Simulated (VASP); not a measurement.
# Li (Cmcm) in VASP: further runs

The runs below take Li through single point, with PBE+D3(BJ).

Everything below comes from runs of VASP 6.6.1. Logs are shortened: lines on timing, memory, paths and dates and some standing lists are left out, and cuts for length are marked.

## (1) The cell of the first run

Symmetry: Cmcm, No. 63, orthorhombic system. The conventional cell has a = 4.143 Å, b = 4.143 Å, c = 4.143 Å, α = 90.00°, β = 90.00°, γ = 90.00°. Li (site symmetry m2m) has 12 Li at 2.70 to 3.18 Å within 3.6 Å.

## (2) Single point, PBE+D3(BJ) (atoms displaced along a vibrational mode, the cell strained)

Input file INCAR:

```
  ALGO = Fast
  EDIFF = 1E-6
  ENCUT = 520
  GGA = PE
  ISIF = 2
  ISMEAR = 0
  IVDW = 12
  LASPH = T
  LCHARG = F
  LREAL = F
  LWAVE = F
  NBANDS = 10
  NELM = 100
  PREC = Accurate
  SIGMA = 0.15
```

Input file KPOINTS:

```
k-points
0
Gamma
  16 16 12
```

Input file POSCAR:

```
Li
1.0
    0.0000000000     -2.0712727313     -2.0712727313
    0.0000000000      2.0712727313     -2.0712727313
    4.1425454626      0.0000000000      0.0000000000
Li
2
Direct
    0.5406969583      0.4593030417      0.5000000000
   -0.0406969583      0.0406969583      0.0000000000
```

Potentials or basis: VASP PAW PBE potentials, release 64 (Li_sv).

The run is started by

```bash
cat potpaw_PBE.64/Li_sv/POTCAR > POTCAR
mpirun -np 1 vasp_std > vasp.out
```

OUTCAR:

```text
EDIFF = 1E-6
   ENCUT = 520
   GGA = PE
   ISIF = 2
   ISMEAR = 0
   IVDW = 12
   LASPH = T
   LREAL = F
   NELM = 100
   PREC = Accurate
 IVDW          = 12

 ion  position               nearest neighbor table
   1  0.541  0.459  0.500-
   2  0.959  0.041  0.000-

  LATTYP: Found a simple tetragonal cell.
 ALAT       =     2.9292219880
 C/A-ratio  =     1.4142135624

  Lattice vectors:

 A1 = (   0.0000000000,  -2.0712727313,  -2.0712727313)
 A2 = (   0.0000000000,   2.0712727313,  -2.0712727313)
 A3 = (   4.1425454626,   0.0000000000,   0.0000000000)

Analysis of symmetry for initial positions (statically):
=====================================================================
 Subroutine PRICEL returns:
 Original cell was already a primitive cell.

 Routine SETGRP: Setting up the symmetry group for a
 simple tetragonal supercell.

 Subroutine GETGRP returns: Found  8 space group operations
 (whereof  4 operations were pure point group operations)
 out of a pool of 16 trial point group operations.

The static configuration has the point symmetry C_2v.
 The point group associated with its full space group is D_2h.

Analysis of symmetry for dynamics (positions and initial velocities):
=====================================================================
 Subroutine PRICEL returns:
 Original cell was already a primitive cell.

 Routine SETGRP: Setting up the symmetry group for a
 simple tetragonal supercell.

 Subroutine GETGRP returns: Found  8 space group operations
 (whereof  4 operations were pure point group operations)
 out of a pool of 16 trial point group operations.

The dynamic configuration has the point symmetry C_2v.
 The point group associated with its full space group is D_2h.

 Subroutine INISYM returns: Found  8 space group operations
 (whereof  4 operations are pure point group operations),
 and found     1 'primitive' translations

----------------------------------------------------------------------------------------

                                     Primitive cell

  volume of cell :      35.5445

  direct lattice vectors                    reciprocal lattice vectors
     0.000000000 -2.071272731 -2.071272731     0.000000000 -0.241397471 -0.241397471
     0.000000000  2.071272731 -2.071272731     0.000000000  0.241397471 -0.241397471
     4.142545463  0.000000000  0.000000000     0.241397471  0.000000000  0.000000000

  length of vectors
     2.929221988  2.929221988  4.142545463     0.341387578  0.341387578  0.241397471

  position of ions in fractional coordinates (direct lattice)
     0.540696958  0.459303042  0.500000000
     0.959303042  0.040696958  0.000000000

  ion indices of the primitive-cell ions
   primitive index   ion index
                 1           1
                 2           2

----------------------------------------------------------------------------------------

 KPOINTS: k-points

Automatic generation of k-mesh.
 Grid dimensions read from file:
 generate k-points for:   16   16   12

 Generating k-lattice:

  Cartesian coordinates                     Fractional coordinates (reciprocal lattice)
     0.000000000 -0.015087342 -0.015087342     0.062500000  0.000000000  0.000000000
     0.000000000  0.015087342 -0.015087342     0.000000000  0.062500000  0.000000000
     0.020116456  0.000000000  0.000000000     0.000000000  0.000000000  0.083333333

  Length of vectors
     0.021336724  0.021336724  0.020116456

  Shift w.r.t. Gamma in fractional coordinates (k-lattice)
     0.000000000  0.000000000  0.000000000

 Subroutine IBZKPT returns following result:
 ===========================================

 Found    511 irreducible k-points:

 Following reciprocal coordinates:
            Coordinates               Weight
  0.000000  0.000000  0.000000      1.000000
  0.062500  0.000000  0.000000      4.000000
  0.125000  0.000000  0.000000      4.000000
  0.187500  0.000000  0.000000      4.000000
  0.250000  0.000000  0.000000      4.000000
  0.312500  0.000000  0.000000      4.000000
[... 16 lines left out ...]
 -0.062500  0.437500  0.000000      4.000000
  0.500000  0.062500  0.000000      4.000000
 [... further k-points ...]
   k-points           NKPTS =    511   k-points in BZ     NKDIM =    511   number of bands    NBANDS=     10
   number of dos      NEDOS =    301   number of ions     NIONS =      2
   total plane-waves  NPLWV =  18432
   dimension x,y,z NGX =    24 NGY =   24 NGZ =   32
   dimension x,y,z NGXF=    48 NGYF=   48 NGZF=   64
   ions per type =               2
   NGX,Y,Z   is equivalent  to a cutoff of  13.62, 13.62, 12.84 a.u.
   NGXF,Y,Z  is equivalent  to a cutoff of  27.24, 27.24, 25.68 a.u.
 SYSTEM =  unknown system
   PREC   = accura    normal or accurate (medium, high low for compatibility)
   ISTART =      0    job   : 0-new  1-cont  2-samecut
   ICHARG =      2    charge: 1-file 2-atom 10-const
   ISPIN  =      1    spin polarized calculation?
   LNONCOLLINEAR =      F non collinear calculations
   LSORBIT =      F    spin-orbit coupling
   LASPH  =      T    aspherical Exc in radial PAW
   ENCUT  =  520.0 eV  38.22 Ry    6.18 a.u.   5.45  5.45  7.70*2*pi/ulx,y,z
   NELM   =    100;   NELMIN=  2; NELMDL= -5     # of ELM steps
   EDIFF  = 0.1E-05   stopping-criterion for ELM
   LREAL  =      F    real-space projection
   EDIFFG = 0.1E-04   stopping-criterion for IOM
   NSW    =      0    number of steps for IOM
   IBRION =     -1    ionic relax: 0-MD 1-quasi-New 2-CG
   NFREE  =      0    steps in history (QN), initial steepest desc. (CG)
   ISIF   =      2    stress and relaxation
   ISYM   =      2    0-nonsym 1-usesym 2-fastsym
   POTIM  = 0.5000    time-step for ionic-motion
   TEBEG  =    0.0;   TEEND  =   0.0 temperature during run
   PSTRESS=    0.0 pullay stress
   NELECT =       6.0000    total number of electrons
   NUPDOWN=      -1.0000    fix difference up-down
   EMIN   =  10.00;   EMAX   =-10.00  energy-range for DOS
   EFERMI =   0.00;   METHOD = LEGACY
   ISMEAR =     0;   SIGMA  =   0.15  broadening in eV -4-tet -1-fermi 0-gaus
   EFERMI_NEDOS =   21; number of points for ismear=-14 and -15
   IALGO  =     68    algorithm
   IMIX   =      4    mixing-type and parameters
     AMIX     =   0.40;   BMIX     =  1.00
     AMIX_MAG =   1.60;   BMIX_MAG =  1.00
  volume/ion in A,a.u.               =      17.77       119.93
  Fermi-wavevector in a.u.,A,eV,Ry     =   0.904763  1.709753 11.137666  0.818595
  Thomas-Fermi vector in A             =   2.028249
   LORBIT       =      0    0 simple, 1 ext, 2 COOP (PROOUT), +10 PAW based schemes
   GGA     = PE    functional components
   LHFCALC =     F    Hartree Fock is set to
   AEXX    =    0.0000 exact exchange contribution
   IVDW    =    12    specifies the selected vdW correction
   LEPSILON=     F    determine dielectric tensor
   LRPA    =     F    only Hartree local field effects (RPA)
 non-spin polarized calculation
 RMM-DIIS sequential band-by-band and
 Gauss-broadening in eV      SIGMA  =   0.15
  energy-cutoff  :      520.00
  volume of cell :       35.54
 maximum number of plane-waves:       999
 NGX is ok and might be reduce to    24
   NGX = 11   NGY = 11   NGZ = 15

 number of electron       5.9999986 magnetization

 Free energy of the ion-electron system (eV)
  ---------------------------------------------------
  ext. energy  EPLUGINS =         0.00000000
  ---------------------------------------------------
  free energy    TOTEN  =        -3.73791895 eV

  energy without entropy =       -3.72683760  energy(sigma->0) =       -3.73237827

 E-fermi :   1.0210     XC(G=0):  -7.3720

 val. band max:        1.0205156922   @ k =   0.2500   0.2500   0.4167
 cond. band min:       1.0235982606   @ k =   0.5000   0.0625   0.5000
 fundamental gap:      0.0030825684
 Fermi energy:         1.0209531500

 k-point     1 :       0.0000    0.0000    0.0000
  band No.  band energies     occupation
      1     -45.3479      2.00000
      2     -45.3022      2.00000
      3      -2.7053      2.00000
      4       2.6079      0.00000
      5       6.2282      0.00000
      6      10.3245      0.00000
      7      10.3571      0.00000
      8      12.2652      0.00000
      9      15.4032      0.00000
     10      17.0421      0.00000

 k-point     2 :       0.0625    0.0000    0.0000
  band No.  band energies     occupation
      1     -45.3470      2.00000
      2     -45.3021      2.00000
      3      -2.6565      2.00000
      4       2.6748      0.00000
      5       6.1799      0.00000
      6       9.6014      0.00000
      7      10.4028      0.00000
      8      13.0780      0.00000
      9      15.3395      0.00000
     10      16.5051      0.00000

 k-point     3 :       0.1250    0.0000    0.0000
  band No.  band energies     occupation
      1     -45.3449      2.00000
      2     -45.3020      2.00000
      3      -2.5110      2.00000
      4       2.8756      0.00000
      5       5.9383      0.00000
      6       8.6281      0.00000
      7      10.5850      0.00000
      8      14.2046      0.00000
      9      14.9728      0.00000
     10      15.2127      0.00000

 k-point     4 :       0.1875    0.0000    0.0000
  band No.  band energies     occupation
      1     -45.3415      2.00000
      2     -45.3020      2.00000
      3      -2.2681      2.00000
      4       3.2096      0.00000
      5       5.2977      0.00000
      6       8.1421      0.00000
      7      10.8841      0.00000
      8      13.7074      0.00000
      9      14.1484      0.00000
     10      14.9740      0.00000
[... 222 lines left out ...]
 k-point    22 :       0.4375    0.0625    0.0000
  band No.  band energies     occupation
      1     -45.3251      2.00000
      2     -45.3044      2.00000
      3      -0.2781      2.00000
      4       1.4044      0.00030
      5       5.8763      0.00000
      6       8.2267      0.00000
      7       9.2797      0.00000
      8      10.5538      0.00000
      9      13.1060      0.00000
     10      14.6020      0.00000

 k-point    23 :      -0.0625    0.4375    0.0000
  band No.  band energies     occupation
      1     -45.3250      2.00000
      2     -45.3045      2.00000
      3      -0.2751      2.00000
      4       1.3995      0.00036
      5       5.8777      0.00000
      6       8.2238      0.00000
      7       9.1720      0.00000
      8      10.8290      0.00000
      9      12.9540      0.00000
     10      14.4079      0.00000

 k-point    24 :       0.5000    0.0625    0.0000
  band No.  band energies     occupation
      1     -45.3239      2.00000
      2     -45.3049      2.00000
      3       0.2489      2.00000
      4       0.7764      1.97885
      5       6.4926      0.00000
      6       7.4819      0.00000
      7       9.5941      0.00000
      8      10.2877      0.00000
      9      13.5212      0.00000
     10      13.9541      0.00000

 [... further k-points ...]

------------------------ aborting loop because EDIFF is reached ----------------------------------------

 Edisp (eV)   -0.38644

 E8    (eV) :    -0.1608

  FORCE on cell =-STRESS in cart. coord.  units (eV):
  Direction    XX          YY          ZZ          XY          YZ          ZX
  --------------------------------------------------------------------------------------
  -------------------------------------------------------------------------------------
  Total       0.29177     0.04201    -0.03849     0.00000     0.00000     0.00000
  in kB      13.15144     1.89360    -1.73506     0.00000     0.00000     0.00000
  external pressure =        4.44 kB  Pullay stress =        0.00 kB

 VOLUME and BASIS-vectors are now :
 -----------------------------------------------------------------------------
  energy-cutoff  :      520.00
  volume of cell :       35.54
      direct lattice vectors                 reciprocal lattice vectors
     0.000000000 -2.071272731 -2.071272731     0.000000000 -0.241397471 -0.241397471
     0.000000000  2.071272731 -2.071272731     0.000000000  0.241397471 -0.241397471
     4.142545463  0.000000000  0.000000000     0.241397471  0.000000000  0.000000000

 POSITION                                       TOTAL-FORCE (eV/Angst)
 -----------------------------------------------------------------------------------
      2.07127     -0.16859     -2.07127         0.000000      0.283556      0.000000
      0.00000     -1.90268     -2.07127         0.000000     -0.283556      0.000000
 -----------------------------------------------------------------------------------
    total drift:                               -0.000000     -0.000000      0.000000

  FREE ENERGIE OF THE ION-ELECTRON SYSTEM (eV)
  ---------------------------------------------------
  free  energy   TOTEN  =        -4.1243599809 eV

  energy  without entropy=       -4.1132786267  energy(sigma->0) =       -4.11881930
```

Run time: 3.2 min. Hardware: 1 thread of Intel Xeon 8259CL, shared host; peak memory 0.25 GiB.

What came out:

```yaml
Free_energy: -4.1244 eV
Largest_force: 0.284 eV/Å
Band_gap_on_the_k_mesh: zero (bands 3 and 4 overlap by 5.69 eV)
Dispersion_energy_per_atom: -0.193 eV
```

Forces in eV/Å, atoms in the order of the input:
```
Li   0.000  0.284  0.000
Li   0.000 -0.284  0.000
```

Caveat: the cell differs from its parent crystal (atoms displaced along a vibrational mode, the cell strained); the cutoff is under 1.25 times the usual one of these potentials, so pressure, stress and relaxed cells hold a basis-set (Pulay) error.

(Part 1 of 3 ends here.)

The gap in the log of VASP goes by the Fermi energy; the results here count the filled bands.